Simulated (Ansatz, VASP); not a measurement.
Two plane-wave programs on SiC

```
CELL_PARAMETERS angstrom
3.09410 0.00000 0.00000
-1.54705 2.67957 0.00000
0.00000 0.00000 10.12928
ATOMIC_POSITIONS crystal
Si 0.00000 0.00000 0.99991
Si 0.33333 0.66667 0.24985
Si 0.66667 0.33333 0.49991
Si 0.33333 0.66667 0.74985
C 0.00000 0.00000 0.18794
C 0.33333 0.66667 0.43730
C 0.66667 0.33333 0.68794
C 0.33333 0.66667 0.93730
```

Alike in both runs: functional PBE; k mesh 12 × 12 × 3; no spin polarisation.

Ansatz relaxed the structure, and its values are those at the end. VASP's run is a single point on that final structure, the one shown.

```csv
,VASP,Ansatz
version,VASP 6.6.1,Ansatz 0.2.0
potentials or method,"VASP PAW PBE potentials, release 64 (Si, C), cutoff 520 eV","scalar-relativistic, plane waves, PAW"
occupations,"gaussian, width 0.01 eV",fixed
valence electrons in the cell,32,32
```

```csv
,VASP,Ansatz,Ansatz less VASP
gap on the k mesh at the Fermi level (eV),2.22,2.22,+0.001
least direct gap on the mesh (eV),3.34,3.34,+0.002
pressure (GPa),0.0,0.0,+0.04
```
